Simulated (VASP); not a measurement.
A run of VASP 6.6.1:

INCAR

```
SYSTEM = Al
  PREC = Accurate
  ENCUT = 520
  EDIFF = 1E-6
  ISMEAR = 0
  SIGMA = 0.1
  LREAL = .FALSE.
  LASPH = .TRUE.
  NELM = 100
  ALGO = Normal
  ISIF = 2
  LWAVE = .FALSE.
  LCHARG = .FALSE.
  GGA = PE
  NBANDS = 8
```

File KPOINTS:

```
regular mesh
0
G
  28 28 28
  0 0 0
```

File POSCAR:

```
Al
1.0
    0.0000000000      2.0201127739      2.0201127739
    2.0201127739      0.0000000000      2.0201127739
    2.0201127739      2.0201127739      0.0000000000
Al
1
Direct
    0.0000000000      0.0000000000      0.0000000000
```

Potentials or basis: VASP PAW PBE potentials, release 64 (Al).

The run is started by

```sh
$ cat potpaw_PBE.64/Al/POTCAR > POTCAR
$ mpirun -np 1 vasp_std > vasp.out
```

Hardware: 1 thread of Intel Xeon 8259CL (shared host).

Q: Estimate the wall time of this run.

A: It took 66 s on 1 thread of Intel Xeon 8259CL, on a shared host, peak memory 0.19 GiB. Counts: scf iterations 10, k points 624.
